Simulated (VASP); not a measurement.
ZnCd2S3, 6 atoms in the cell. Symmetry: I-4m2, No. 119, tetragonal system. The conventional cell has a = 4.055 Å, b = 4.055 Å, c = 17.464 Å, α = 90.00°, β = 90.00°, γ = 90.00°. Zn (site symmetry -4m2) has 4 S at 2.39 Å within 3.2 Å. Within 3.4 Å of Cd (site symmetry 2mm) lie 4 S at 2.55 Å. Within 3.4 Å of S (site symmetry -4m2) lie 4 Cd at 2.55 Å. S (site symmetry 2mm) has 2 Zn at 2.39 Å and 2 Cd at 2.55 Å within 3.2 Å. 

```yaml
Program: VASP 6.6.1
Task: single point
Functional: r2SCAN
Potentials_or_basis: VASP PAW PBE potentials, release 64 (Zn, Cd, S)
Cutoff: 520 eV
k_mesh: 10 × 10 × 10
Occupations: gaussian, width 0.02 eV
Spin: no spin polarisation
Dipole_correction: no
Further_INCAR_settings: ALGO = Normal; EDIFF = 1e-07; NBANDS = 36
```

Potentials or basis: VASP PAW PBE potentials, release 64 (Zn, Cd, S).

Run with:

```console
$ cat potpaw_PBE.64/Zn/POTCAR potpaw_PBE.64/Cd/POTCAR potpaw_PBE.64/S/POTCAR > POTCAR
$ cp INCAR.step1 INCAR
$ mpirun -np 1 vasp_std > vasp.out
$ cp INCAR.step2 INCAR
$ mpirun -np 1 vasp_std > vasp.out
```

Hardware: 1 thread of Intel(R) Xeon(R) 6975P-C (Granite Rapids) (shared host).

Task: How long does it take, and how much memory?

Result: Wall time 82 min on 1 thread of Intel(R) Xeon(R) 6975P-C (Granite Rapids) (shared host), peak memory 1.1 GiB. Counts: k points 102.
